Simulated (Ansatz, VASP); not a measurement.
**One calculation of Al3BiO3, two programs**

```
Al Bi O
1.0
     5.14776    0.00000    0.00000
    -2.57388    4.45809    0.00000
     0.00000    0.00000    6.92907
Al Bi O
3 1 3
Direct
  0.68280 0.00000 0.72213
  0.00000 0.68280 0.72213
  0.31720 0.31720 0.72213
  0.00000 0.00000 0.05144
  0.35296 0.00000 0.62865
  0.00000 0.35296 0.62865
  0.64704 0.64704 0.62865
```

Alike in both runs: functional PBE; k mesh 6 × 6 × 4; occupations gaussian, width 0.02 eV; no spin polarisation.

Ansatz relaxed the structure, and its values are those at the end. VASP's run is a single point on that final structure, the one shown.

|  | VASP | Ansatz |
| --- | --- | --- |
| version | VASP 6.6.1 | Ansatz 0.2.0 |
| potentials or method | VASP PAW PBE potentials, release 64 (Al, Bi_d, O), cutoff 520 eV | scalar-relativistic, plane waves, PAW |
| valence electrons in the cell | 42 | 42 |

```csv
,VASP,Ansatz,Ansatz less VASP
gap on the k mesh at the Fermi level (eV),0.75,0.75,-0.006
least direct gap on the mesh (eV),0.75,0.75,-0.006
pressure (GPa),0.0,0.0,+0.03
rms of the force components (eV/Å),0.007,0.001,-0.0065
```

Neither program's run includes spin-orbit coupling.
